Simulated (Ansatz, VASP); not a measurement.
Two plane-wave programs on La2O3

```
CELL_PARAMETERS angstrom
3.93078 0.00000 0.00000
-1.96539 3.40415 0.00000
0.00000 0.00000 6.11195
ATOMIC_POSITIONS crystal
La 0.33333 0.66667 0.24624
La 0.66667 0.33333 0.75376
O 0.00000 0.00000 0.00000
O 0.33333 0.66667 0.64589
O 0.66667 0.33333 0.35411
```

Alike in both runs: task relaxation of cell and atoms; functional LDA; k mesh 8 × 8 × 5; occupations fermi-dirac, width 0.05 eV; no spin polarisation; Hubbard terms La f U = 3.0 eV.

|  | VASP | Ansatz |
| --- | --- | --- |
| version | VASP 6.6.1 | Ansatz 0.2.0 |
| potentials or method | VASP PAW LDA potentials, release 64 (La, O) | Ansatz PAW |
| plane-wave cutoff (eV) | 600 | 420 |
| valence electrons in the cell | 40 | 40 |

```csv
,VASP,Ansatz,Ansatz less VASP
"gap on the k mesh at the Fermi level, each at its own relaxed structure (eV)",3.81,3.82,+0.011
relaxed volume (Å³/atom),15.82,15.75,-0.068
relaxed cell length with the largest relative difference (Å),3.905,3.893,-0.0115
```

LDA's correlation is that of Perdew and Zunger in VASP and of Perdew and Wang (1992) in Ansatz. The programs project onto different local orbitals, so the same U acts differently, and such runs can settle in different states.

Spin-orbit coupling is off throughout. Noted on Ansatz's run: the magnetic or orbital state may not be the lowest; odd divisions of the mesh miss points on the zone boundary, where band edges often lie, so the gap on the mesh can be too wide; the plane-wave basis is chosen anew once the cell has moved, so the energies of steps on either side of that aren't comparable.
